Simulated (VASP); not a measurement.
# VO2 (P4_2/mnm) in VASP: notebook

VO2 is run at these levels: PBE; tasks: relaxation of shape and atoms at fixed volume.

Everything below comes from runs of VASP 6.6.1. Logs are shortened: lines on timing, memory, paths and dates and some standing lists are left out, and cuts for length are marked.

### Step 1. The cell of the first run

Symmetry: P4_2/mnm, No. 136, tetragonal system. The conventional cell has a = 4.486 Å, b = 4.486 Å, c = 2.785 Å, α = 90.00°, β = 90.00°, γ = 90.00°. V (site symmetry mmm) has 6 O at 1.89 to 1.90 Å within 2.5 Å. Within 2.8 Å of O (site symmetry m2m) lie 3 V at 1.89 to 1.90 Å and 11 O at 2.55 to 2.78 Å.

### Step 2. Relaxation of shape and atoms at fixed volume, PBE, collinear spin, ferromagnetic start (9.34 Å³/atom)

Input file INCAR:

```
SYSTEM = VO2
  PREC = Accurate
  ENCUT = 600
  EDIFF = 1E-7
  ISMEAR = 0
  SIGMA = 0.1
  LREAL = .False.
  LASPH = .True.
  NELM = 200
  ALGO = Normal
  ISIF = 4
  LWAVE = .False.
  LCHARG = .False.
  ISPIN = 2
  MAGMOM = 0.92 0.92 0 0 0 0
  LORBIT = 11
  LMAXMIX = 4
  GGA = PE
  IBRION = 2
  NSW = 50
  EDIFFG = -0.01
  GGA_COMPAT = .False.
  NELMIN = 4
  KPAR = 4
```

Input file KPOINTS:

```
Automatic mesh
0
Gamma
  8 8 12
  0 0 0
```

Input file POSCAR:

```
VO2
1.0
    4.4864569458      0.0000000000      0.0000000000
    0.0000000000      4.4864569458      0.0000000000
    0.0000000000      0.0000000000      2.7847918843
V O
2 4
Direct
    0.0000000000      0.0000000000      0.0000000000
    0.5000000000      0.5000000000      0.5000000000
    0.2987226751      0.2987226751      0.0000000000
    0.2012773249      0.7987226751      0.5000000000
    0.7012773249      0.7012773249      0.0000000000
    0.7987226751      0.2012773249      0.5000000000
```

Potentials or basis: VASP PAW PBE potentials, release 64 (V_sv, O).

The run is started by

```sh
$ cat potpaw_PBE.64/V_sv/POTCAR potpaw_PBE.64/O/POTCAR > POTCAR
$ mpirun -np 4 vasp_std > vasp.out
```

OUTCAR:

```text
SYSTEM = VO2
   PREC = Accurate
   ENCUT = 600
   EDIFF = 1E-7
   ISMEAR = 0
   LREAL = .False.
   LASPH = .True.
   NELM = 200
   ISIF = 4
   ISPIN = 2
   LORBIT = 11
   GGA = PE
   IBRION = 2
   NSW = 50
   EDIFFG = -0.01
   NELMIN = 4

 ion  position               nearest neighbor table
   1  0.000  0.000  0.000-   4 1.89   6 1.89   4 1.89   6 1.89   5 1.90   3 1.90
   2  0.500  0.500  0.500-   3 1.89   5 1.89   3 1.89   5 1.89   4 1.90   6 1.90
   3  0.299  0.299  0.000-   2 1.89   2 1.89   1 1.90
   4  0.201  0.799  0.500-   1 1.89   1 1.89   2 1.90
   5  0.701  0.701  0.000-   2 1.89   2 1.89   1 1.90
   6  0.799  0.201  0.500-   1 1.89   1 1.89   2 1.90

  LATTYP: Found a simple tetragonal cell.
 ALAT       =     4.4864569458
 C/A-ratio  =     0.6207107118

  Lattice vectors:

 A1 = (   4.4864569458,   0.0000000000,   0.0000000000)
 A2 = (   0.0000000000,   4.4864569458,   0.0000000000)
 A3 = (   0.0000000000,   0.0000000000,   2.7847918843)

Analysis of symmetry for initial positions (statically):
=====================================================================
 Subroutine PRICEL returns:
 Original cell was already a primitive cell.

 Routine SETGRP: Setting up the symmetry group for a
 simple tetragonal supercell.

 Subroutine GETGRP returns: Found 16 space group operations
 (whereof  8 operations were pure point group operations)
 out of a pool of 16 trial point group operations.

The static configuration has the point symmetry D_2h.
 The point group associated with its full space group is D_4h.

Analysis of symmetry for dynamics (positions and initial velocities):
=====================================================================
 Subroutine PRICEL returns:
 Original cell was already a primitive cell.

 Routine SETGRP: Setting up the symmetry group for a
 simple tetragonal supercell.

 Subroutine GETGRP returns: Found 16 space group operations
 (whereof  8 operations were pure point group operations)
 out of a pool of 16 trial point group operations.

The dynamic configuration has the point symmetry D_2h.
 The point group associated with its full space group is D_4h.

Analysis of structural, dynamic, and magnetic symmetry:
=====================================================================
 Subroutine PRICEL returns:
 Original cell was already a primitive cell.

 Routine SETGRP: Setting up the symmetry group for a
 simple tetragonal supercell.

 Subroutine GETGRP returns: Found 16 space group operations
[... 131 lines left out ...]
     AMIX     =   0.40;   BMIX     =  1.00
     AMIX_MAG =   1.60;   BMIX_MAG =  1.00
  volume/ion in A,a.u.               =       9.34        63.04
  Fermi-wavevector in a.u.,A,eV,Ry     =   1.575911  2.978039 33.789991  2.483494
  Thomas-Fermi vector in A             =   2.676823
   LORBIT       =     11    0 simple, 1 ext, 2 COOP (PROOUT), +10 PAW based schemes
   GGA     = PE    functional components
   LHFCALC =     F    Hartree Fock is set to
   AEXX    =    0.0000 exact exchange contribution
   IVDW    =     0    specifies the selected vdW correction
   LEPSILON=     F    determine dielectric tensor
   LRPA    =     F    only Hartree local field effects (RPA)
 conjugate gradient relaxation of ions
 spin polarized calculation
 Gauss-broadening in eV      SIGMA  =   0.10
  energy-cutoff  :      600.00
  volume of cell :       56.05
 maximum number of plane-waves:      1889
 NGX is ok and might be reduce to    36
   NGX = 17   NGY = 17   NGZ = 11

--------------------------------------- Ionic step        1  -------------------------------------------

 number of electron      50.0000019 magnetization       1.9895716

 Free energy of the ion-electron system (eV)
  ---------------------------------------------------
  ext. energy  EPLUGINS =         0.00000000
  ---------------------------------------------------
  free energy    TOTEN  =       -51.77265344 eV

  energy without entropy =      -51.75836206  energy(sigma->0) =      -51.76550775

------------------------ aborting loop because EDIFF is reached ----------------------------------------

  FORCE on cell =-STRESS in cart. coord.  units (eV):
  Direction    XX          YY          ZZ          XY          YZ          ZX
  --------------------------------------------------------------------------------------
  -------------------------------------------------------------------------------------
  Total        5.9802517      5.9802517      6.4836647      0.0000000      0.0000000      0.0000000
  in kB      170.9347237    170.9347237    185.3238763      0.0000000      0.0000000      0.0000000
  external PRESSURE =     175.7311079 kB  Pullay stress =       0.0000000 kB
[... 107 lines left out ...]
--------------------------------------- Ionic step        4  -------------------------------------------

 number of electron      50.0000019 magnetization       1.9902158

 Free energy of the ion-electron system (eV)
  ---------------------------------------------------
  ext. energy  EPLUGINS =         0.00000000
  ---------------------------------------------------
  free energy    TOTEN  =       -51.77589099 eV

  energy without entropy =      -51.76221365  energy(sigma->0) =      -51.76905232

 E-fermi :   7.0237     XC(G=0): -12.0683

 val. band max:        7.0098401362   @ k =   0.3750   0.2500   0.4167
 cond. band min:       7.0246123987   @ k =   0.1250   0.0000   0.0833
 fundamental gap:      0.0147722625
 Fermi energy:         7.0237399922

 spin component 1

 k-point     1 :       0.0000    0.0000    0.0000
  band No.  band energies     occupation
      1     -59.0660      1.00000
      2     -59.0536      1.00000
      3     -32.9419      1.00000
      4     -32.9419      1.00000
      5     -32.8299      1.00000
      6     -32.8299      1.00000
[... 805 lines left out ...]
     30       8.1275      0.00000
     31      10.6661      0.00000

 [... further k-points ...]

 spin component 2

 k-point     1 :       0.0000    0.0000    0.0000
  band No.  band energies     occupation
      1     -57.9957      1.00000
      2     -57.9825      1.00000
      3     -31.8960      1.00000
      4     -31.8960      1.00000
      5     -31.7737      1.00000
      6     -31.7653      1.00000
[... 840 lines left out ...]
  FREE ENERGIE OF THE ION-ELECTRON SYSTEM (eV)
  ---------------------------------------------------
  free  energy   TOTEN  =       -51.7758909884 eV

  energy  without entropy=      -51.7622136484  energy(sigma->0) =      -51.76905232

 reached required accuracy - stopping structural energy minimisation

 total charge

# of ion       s       p       d       tot
------------------------------------------
    1        2.303   6.379   2.987  11.668
    2        2.303   6.379   2.987  11.668
    3        1.572   3.509   0.000   5.082
    4        1.572   3.509   0.000   5.082
    5        1.572   3.509   0.000   5.082
    6        1.572   3.509   0.000   5.082
--------------------------------------------------
tot         10.895  26.794   5.974  43.663

 magnetization (x)

# of ion       s       p       d       tot
------------------------------------------
    1        0.013   0.013   0.996   1.023
    2        0.013   0.013   0.996   1.023
    3       -0.002  -0.040   0.000  -0.042
    4       -0.002  -0.040   0.000  -0.042
    5       -0.002  -0.040   0.000  -0.042
    6       -0.002  -0.040   0.000  -0.042
--------------------------------------------------
tot          0.019  -0.134   1.992   1.877
```

OSZICAR:

```text
N       E                     dE             d eps       ncg     rms          rms(c)
DAV:   1     0.702711464985E+03    0.70271E+03   -0.30340E+04 13036   0.197E+03
DAV:   2     0.961431898760E+01   -0.69310E+03   -0.66340E+03 14003   0.572E+02
[... 35 lines left out ...]
       N       E                     dE             d eps       ncg     rms          rms(c)
DAV:   1    -0.517760002844E+02   -0.16192E-03   -0.11295E-02 13118   0.102E+00    0.879E-02
DAV:   2    -0.517759251270E+02    0.75157E-04   -0.37011E-04 13152   0.165E-01    0.539E-02
DAV:   3    -0.517759027778E+02    0.22349E-04   -0.12065E-04 16233   0.102E-01    0.331E-02
DAV:   4    -0.517758910585E+02    0.11719E-04   -0.42275E-05 15435   0.580E-02    0.645E-03
DAV:   5    -0.517758910259E+02    0.32572E-07   -0.30718E-06 13482   0.156E-02    0.399E-03
DAV:   6    -0.517758909884E+02    0.37491E-07   -0.24804E-07 10719   0.411E-03
   4 F= -.51775891E+02 E0= -.51769052E+02  d E =-.526290E-04  mag=     1.9903
```

CONTCAR:

```text
VO2
   1.00000000000000
     4.4827899773125308   -0.0000000000000000    0.0000000000000000
     0.0000000000000000    4.4827899773125308    0.0000000000000000
     0.0000000000000000    0.0000000000000000    2.7893497247483099
  V               O
     2     4
Direct
     1.0000000000000000    1.0000000000000000    0.0000000000000000
     0.5000000000000000    0.5000000000000000    0.5000000000000000
     0.2975158548349042    0.2975158548349042    1.0000000000000000
     0.2024841451650958    0.7975158548349043    0.5000000000000000
     0.7024841451650957    0.7024841451650957    0.0000000000000000
     0.7975158548349043    0.2024841451650958    0.5000000000000000

  0.00000000E+00  0.00000000E+00  0.00000000E+00
  0.00000000E+00  0.00000000E+00  0.00000000E+00
  0.00000000E+00  0.00000000E+00  0.00000000E+00
  0.00000000E+00  0.00000000E+00  0.00000000E+00
  0.00000000E+00  0.00000000E+00  0.00000000E+00
  0.00000000E+00  0.00000000E+00  0.00000000E+00
```

It took 1.8 min on 4 MPI ranks of Intel Xeon 6975P-C (Granite Rapids), shared host; peak memory 0.42 GiB.

What came out:

```
Free energy                                           : -51.7759 eV
Energy gained by relaxing                             : 0.5 meV/atom
Ionic steps                                           : 4
Pressure after relaxing                               : 17.1 GPa
Largest force after relaxing                          : 0.003 eV/Å
Band gap on the k mesh                                : zero (filled and empty bands overlap)
Net moment                                            : 1.99 μB per cell
Site moments                                          : V +1.02; O -0.04 μB
Valence electrons inside the program's atomic spheres : V 11.67; O 5.08
```

Forces on the atoms (eV/Å):
```
V    0.000  0.000  0.000
V    0.000  0.000  0.000
O   -0.002 -0.002  0.000
O    0.002 -0.002  0.000
O    0.002  0.002  0.000
O   -0.002  0.002  0.000
```

Stress tensor (GPa, compression positive):
```
17.16  0.00  0.00
 0.00 17.16  0.00
 0.00  0.00 17.04
```

Step by step:
```csv
step,energy change (eV),largest force (eV/Å),pressure (GPa),volume (Å³)
1,0.0000,0.1842,17.57,56.05
2,-0.0030,0.0325,17.03,56.05
3,-0.0032,0.0086,17.13,56.05
4,-0.0032,0.0031,17.12,56.05
```

Final structure:
```yaml
crystal:
  lattice:
    - [4.48279, 0.00000, 0.00000]
    - [0.00000, 4.48279, 0.00000]
    - [0.00000, 0.00000, 2.78935]
  atoms:
    - { symbol: V, position: [0.00000, 0.00000, 0.00000] }
    - { symbol: V, position: [0.50000, 0.50000, 0.50000] }
    - { symbol: O, position: [0.29752, 0.29752, 0.00000] }
    - { symbol: O, position: [0.20248, 0.79752, 0.50000] }
    - { symbol: O, position: [0.70248, 0.70248, 0.00000] }
    - { symbol: O, position: [0.79752, 0.20248, 0.50000] }
```

Caveat: semilocal functionals often make such compounds metallic where correlation or magnetic order opens a gap, which also shifts bond lengths. With open d or f shells a metallic result of PBE can be an artefact of self-interaction; +U or a hybrid may open a gap.

### Step 3. Relaxation of shape and atoms at fixed volume, PBE, collinear spin, ferromagnetic start (10.53 Å³/atom)

This run uses another cell than the first one, of 10.53 Å³/atom.

Input file INCAR:

```
SYSTEM = VO2
  PREC = Accurate
  ENCUT = 600
  EDIFF = 1E-7
  ISMEAR = 0
  SIGMA = 0.1
  LREAL = .FALSE.
  LASPH = .TRUE.
  NELM = 200
  ALGO = Normal
  ISIF = 4
  LWAVE = .FALSE.
  LCHARG = .FALSE.
  ISPIN = 2
  MAGMOM = 0.92 0.92 0 0 0 0
  LORBIT = 11
  LMAXMIX = 4
  GGA = PE
  IBRION = 2
  NSW = 50
  EDIFFG = -0.01
  GGA_COMPAT = .FALSE.
  NELMIN = 4
  KPAR = 4
```

Input file KPOINTS:

```
regular mesh
0
G
  8 8 12
  0 0 0
```

Input file POSCAR:

```
VO2
1.0
    4.6788100963      0.0000000000      0.0000000000
    0.0000000000      4.6788100963      0.0000000000
    0.0000000000      0.0000000000      2.8873998416
V O
2 4
Direct
    0.0000000000      0.0000000000      0.0000000000
    0.5000000000      0.5000000000      0.5000000000
    0.3015607382      0.3015607382      0.0000000000
    0.1984392618      0.8015607382      0.5000000000
    0.6984392618      0.6984392618      0.0000000000
    0.8015607382      0.1984392618      0.5000000000
```

Potentials or basis: VASP PAW PBE potentials, release 64 (V_sv, O).

The run is started by

```sh
$ cat potpaw_PBE.64/V_sv/POTCAR potpaw_PBE.64/O/POTCAR > POTCAR
$ mpirun -np 4 vasp_std > vasp.out
```

Run time: 3.9 min. Hardware: 4 MPI ranks of Intel Xeon Platinum 8259CL at 2.50GHz (Skylake/Cascade Lake), shared host; peak memory 0.48 GiB.

It converged, with:

- Free energy: -51.8635 eV
- Energy gained by relaxing: 0.5 meV/atom
- Ionic steps: 3
- Pressure after relaxing: -10.7 GPa
- Largest force after relaxing: 0.007 eV/Å
- Band gap on the k mesh: zero (filled and empty bands overlap)
- Net moment: 2.00 μB per cell
- Site moments: V +1.07; O -0.07 μB
- Valence electrons inside the program's atomic spheres: V 11.40; O 5.01

Forces on the atoms (eV/Å):
```
V    0.000  0.000  0.000
V    0.000  0.000  0.000
O    0.005  0.005  0.000
O   -0.005  0.005  0.000
O   -0.005 -0.005  0.000
O    0.005 -0.005  0.000
```

Stress tensor (GPa, compression positive):
```
-10.72   0.00   0.00
  0.00 -10.72   0.00
  0.00   0.00 -10.55
```

The path:
```
step  energy change (eV)  largest force (eV/Å)  pressure (GPa)  volume (Å³)
   1              0.0000                0.1231          -11.34        63.21
   2             -0.0025                0.0496          -10.92        63.21
   3             -0.0029                0.0069          -10.67        63.21
```

Final structure:
```cif
data_structure
_symmetry_space_group_name_H-M 'P 1'
_symmetry_Int_Tables_number 1
_cell_length_a 4.6857
_cell_length_b 4.6857
_cell_length_c 2.8789
_cell_angle_alpha 90.000
_cell_angle_beta 90.000
_cell_angle_gamma 90.000
_cell_volume 63.21
loop_
_atom_site_label
_atom_site_type_symbol
_atom_site_fract_x
_atom_site_fract_y
_atom_site_fract_z
_atom_site_occupancy
V1 V 0.00000 0.00000 0.00000 1
V2 V 0.50000 0.50000 0.50000 1
O1 O 0.30297 0.30297 0.00000 1
O2 O 0.19703 0.80297 0.50000 1
O3 O 0.69703 0.69703 0.00000 1
O4 O 0.80297 0.19703 0.50000 1
```

Levels at points of the mesh, in eV from the Fermi level:
Spin up:
| k point | band 23 | band 24 | band 25 | band 26 | band 27 | band 28 | band 29 | band 30 |
| --- | --- | --- | --- | --- | --- | --- | --- | --- |
| (0.00, 0.00, 0.00) | -1.77 | -1.52 | -0.93 | -0.67 | -0.34 | -0.34 | -0.09 | 1.49 |
| (0.50, 0.00, 0.00) | -2.05 | -2.05 | -0.28 | -0.28 | 0.16 | 0.16 | 0.92 | 0.92 |
| (0.50, 0.50, 0.00) | -2.51 | -2.51 | -0.89 | -0.89 | -0.33 | -0.33 | 1.26 | 1.26 |
| (0.00, 0.00, 0.50) | -2.97 | -2.97 | 0.26 | 0.26 | 0.49 | 0.49 | 0.96 | 0.96 |
| (0.50, 0.00, 0.50) | -2.27 | -2.27 | -0.80 | -0.80 | 0.48 | 0.48 | 1.17 | 1.17 |
| (0.50, 0.50, 0.50) | -2.18 | -2.18 | -0.01 | -0.01 | 0.47 | 0.47 | 0.49 | 0.49 |
Spin down:
```tsv
k point	band 22	band 23	band 24	band 25	band 26	band 27
(0.00, 0.00, 0.00)	-1.89	-1.89	-1.48	0.27	0.34	0.95
(0.50, 0.00, 0.00)	-2.83	-2.14	-2.14	0.83	0.83	1.42
(0.50, 0.50, 0.00)	-2.59	-2.58	-2.58	0.23	0.23	1.01
(0.00, 0.00, 0.50)	-3.48	-2.94	-2.94	1.30	1.30	1.66
(0.50, 0.00, 0.50)	-3.39	-2.41	-2.41	0.42	0.42	1.65
(0.50, 0.50, 0.50)	-2.60	-2.19	-2.19	1.03	1.03	1.51
```

Caveat: semilocal functionals often make such compounds metallic where correlation or magnetic order opens a gap, which also shifts bond lengths.
